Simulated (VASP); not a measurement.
Set up this calculation in VASP 6.6.1, as the native input.

- Task: electric field gradients
- Functional: PBE
- Potentials or basis: VASP PAW PBE potentials, release 64 (Ga_d, As)
- Cutoff: 520 eV
- k mesh: 11 × 11 × 11
- Occupations: fermi-dirac, width 0.05 eV
- Spin: no spin polarisation
- Dipole correction: no
- Further INCAR settings: ALGO = Normal; EDIFF = 1e-08; NBANDS = 16

The structure of GaAs lies in POSCAR:

```
GaAs
1.0
    0.0000000000      2.8640496607      2.8640496607
    2.8640496607      0.0000000000      2.8640496607
    2.8640496607      2.8640496607      0.0000000000
Ga As
1 1
Direct
    0.0000000000      0.0000000000      0.0000000000
    0.7500000000      0.7500000000      0.7500000000
```

This cell differs from its parent crystal: volume scaled by 1.04.

The input as run:

INCAR

```
  ALGO = Normal
  EDIFF = 1E-8
  ENCUT = 520
  GGA = PE
  ISIF = 2
  ISMEAR = -1
  LASPH = T
  LCHARG = F
  LEFG = T
  LREAL = F
  LWAVE = F
  NBANDS = 16
  NELM = 100
  PREC = Accurate
  SIGMA = 0.05
```

KPOINTS

```
k-points
0
Gamma
  11 11 11
```

Potentials or basis: VASP PAW PBE potentials, release 64 (Ga_d, As).

The run is started by

```bash
$ cat potpaw_PBE.64/Ga_d/POTCAR potpaw_PBE.64/As/POTCAR > POTCAR
$ mpirun -np 1 vasp_std > vasp.out
```

Results of the run:

```yaml
Pressure: 0.7 GPa
Band_gap_on_the_k_mesh: 0.23 eV, direct
```

Caveat: without QUAD_EFG the Cq values of the log hold for a quadrupole moment of 1 mb, not for the nuclei.

Wall time 80 s on 1 thread of AMD EPYC 7571 (shared host), peak memory 0.16 GiB.
